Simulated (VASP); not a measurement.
Runs of VASP 6.6.1 on Ga3PN2. The structure is that of space group P-3m1 (No. 164), or close to it. The cells are those of the table. 

| task | spin | cell | k mesh | cutoff (eV) | gap on the mesh (eV) | pressure (GPa) | largest force (eV/Å) |
| --- | --- | --- | --- | --- | --- | --- | --- |
| single point | off | a = 4.290, b = 4.290, c = 6.762 Å, angles 90.0, 90.0, 120.0°, 6 atoms | 6 × 6 × 4 | 520 | none | -10.4 | 1.24 |
| single point | off | a = 3.166, b = 3.166, c = 8.404 Å, angles 90.0, 90.0, 120.0°, 6 atoms | 6 × 6 × 4 | 520 | none | 0.4 | (a) |
| single point | off | a = 3.164, b = 3.164, c = 8.383 Å, angles 90.0, 90.0, 120.0°, 6 atoms | 12 × 12 × 6 | 520 | none | 0.4 | (b) |
| relaxation of cell and atoms | off | relaxed from a = 4.290, b = 4.290, c = 6.762 Å, angles 90.0, 90.0, 120.0°, 6 atoms | 6 × 6 × 4 | 600 | none | 0.0 | 0.04 |
| single point | collinear, ferromagnetic start | a = 3.166, b = 3.166, c = 8.404 Å, angles 90.0, 90.0, 120.0°, 6 atoms | 6 × 6 × 2 | 520 | none | 0.5 | 0.02 |

Alike in all rows: level PBE; potentials or basis VASP PAW PBE potentials, release 64 (Ga_d, P, N); smearing gaussian 0.1 eV.

Problem. Fill in the values left out.

Solution. (a) 0.05; (b) 0.03.

Caveats: some runs use coarse meshes; forces of over 1 eV/Å act on the atoms, so gaps and moduli don't describe the material at rest (some runs).

A k mesh can miss the band edges, and the runs leave out spin-orbit coupling on Ga.

A gap of «none» marks levels without a gap at the run's occupations.
